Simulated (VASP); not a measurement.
Crystal: InP.

```
In P
1.0
     0.00000    2.95380    2.95380
     2.95380    0.00000    2.95380
     2.95380    2.95380    0.00000
In P
1 1
Direct
  0.00000 0.00000 0.00000
  0.25000 0.25000 0.25000
```

Base run:

| Quantity | Value |
| --- | --- |
| Program | VASP 6.6.1 |
| Functional | PBE |
| Potentials or basis | VASP PAW PBE potentials, release 64 (In_d, P) |
| Cutoff | 500 eV |
| k mesh | 6 × 6 × 6 |
| Occupations | gaussian, width 0.01 eV |
| Spin | no spin polarisation |

Its results: band gap on the k mesh 0.58 eV, direct; pressure 1.6 GPa.

Q: After a change of settings the same cell gave: band gap on the k mesh 1.03 eV, direct; pressure -0.1 GPa. Which change was it?
A. cutoff from 500 eV to 520 eV; further incar settings from ALGO = Normal; EDIFF = 1e-06; NBANDS = 16 to ALGO = Normal; EDIFF = 1e-07; NBANDS = 16
B. cutoff from 500 eV to 520 eV; k mesh from 6 × 6 × 6 to 8 × 8 × 8
C. functional from PBE to r2SCAN; cutoff from 500 eV to 520 eV

A: C.

r2SCAN gives the wider gap, since meta-GGAs in the generalised Kohn-Sham scheme recover part of the derivative discontinuity.

Caveats: spin-orbit coupling is left out, which moves the levels of the heavy elements; the PAW data sets were made with another functional, which shifts forces and pressure a little (some runs).
